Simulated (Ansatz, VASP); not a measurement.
One calculation of ZrS2, two programs

```xyz
3
Lattice="3.9157 0.0000 0.0000 -1.9579 3.3911 0.0000 0.0000 0.0000 4.9317" Properties=species:S:1:pos:R:3 pbc="T T T"
Zr    0.0000    0.0000    0.0000
S     0.0000    2.2607    1.2588
S     1.9579    1.1304    3.6729
```

Alike in both runs: task single point; functional PBE; dispersion D3(BJ); k mesh 12 × 12 × 6; occupations gaussian, width 0.05 eV; no spin polarisation; Hubbard terms Zr d U = 6.0 eV.

|  | VASP | Ansatz |
| --- | --- | --- |
| version | VASP 6.6.1 | Ansatz 0.2.0 |
| potentials or method | VASP PAW PBE potentials, release 64 (Zr_sv, S), cutoff 500 eV | scalar-relativistic, plane waves, PAW |
| valence electrons in the cell | 24 | 24 |

Ansatz gave:

```
gap on the k mesh at the Fermi level (eV)                     : 1.46
pressure (GPa)                                                : 3.6
traceless stress, the component that is largest in VASP (GPa) : 5.50
rms of the force components (eV/Å)                            : 0.246
```

Question: What did VASP give for the same quantities?

Answer: gap on the k mesh at the Fermi level (eV): 0.86; pressure (GPa): 3.2; traceless stress, the component that is largest in VASP (GPa): 7.26; rms of the force components (eV/Å): 0.289.

The programs project onto different local orbitals, so the same U acts differently, and such runs can settle in different states. Atom by atom the forces differ by 0.043 eV/Å (rms over components).
